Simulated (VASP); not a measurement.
The system is Cd3I2.

```
CELL_PARAMETERS angstrom
4.84353 0.00000 0.00000
-2.42177 4.19462 0.00000
0.00000 0.00000 7.53575
ATOMIC_POSITIONS crystal
Cd 0.00000 0.00000 0.00000
Cd 0.33333 0.66667 0.64500
Cd 0.66667 0.33333 0.35500
I 0.33333 0.66667 0.24500
I 0.66667 0.33333 0.75500
```

* Program: VASP 6.6.1
* Task: relaxation of cell and atoms
* Functional: PBE
* Potentials or basis: VASP PAW PBE potentials, release 64 (Cd, I)
* Cutoff: 600 eV
* k mesh: 6 × 6 × 2
* Occupations: gaussian, width 0.1 eV
* Spin: no spin polarisation

At the start: pressure 7.9 GPa; volume 30.62 Å³/atom.

Problem. How do energy, volume and symmetry change on relaxing?

Solution. Over 44 steps the energy falls by 406.8 meV/atom and the volume is 42.52 Å³/atom (+38.9 %); space group P-3m1 (No. 164, to 0.1 Å) before and after.

The path:
```csv
step,energy change (eV),largest force (eV/Å),pressure (GPa),volume (Å³)
1,0.0000,0.9316,7.87,153.10
3,-0.9376,0.1561,-0.68,211.28
5,-0.9612,0.1654,0.00,200.90
7,-0.9739,0.1677,-0.02,200.85
9,-1.0356,0.1455,-0.11,200.54
11,-1.1674,0.0380,-0.57,198.01
13,-1.1591,0.0553,-0.58,197.92
15,-1.2067,0.8184,0.46,193.25
17,-1.2923,0.3567,-0.36,194.67
19,-1.2993,0.5962,0.06,193.03
21,-1.3124,0.4855,-0.15,193.56
23,-1.3942,0.5279,-0.10,192.17
25,-1.8074,0.6722,0.89,185.65
27,-1.8241,0.7798,1.42,184.26
29,-1.8434,0.7304,2.07,182.51
31,-1.9042,0.2624,2.12,185.38
33,-1.9407,0.0983,1.76,188.20
35,-2.0097,0.1012,0.27,198.52
37,-2.0126,0.0978,0.22,199.71
39,-2.0286,0.0379,0.07,205.96
41,-2.0318,0.1143,0.03,210.70
43,-2.0338,0.0525,0.04,213.07
44,-2.0339,0.0267,0.03,212.61
```

Final structure:
```
Cd I
1.0
     6.52583    0.00000    0.00000
    -3.26291    5.65153    0.00000
     0.00000    0.00000    5.76476
Cd I
3 2
Direct
  0.00000 0.00000 0.00000
  0.33333 0.66667 0.79168
  0.66667 0.33333 0.20832
  0.33333 0.66667 0.29276
  0.66667 0.33333 0.70724
```

Caveat: the k points lie up to 0.54 Å⁻¹ apart in the final cell, too coarse for converged energies and pressures of a metal; the volume moved by over 15 % at a fixed basis, so the end points are rough.
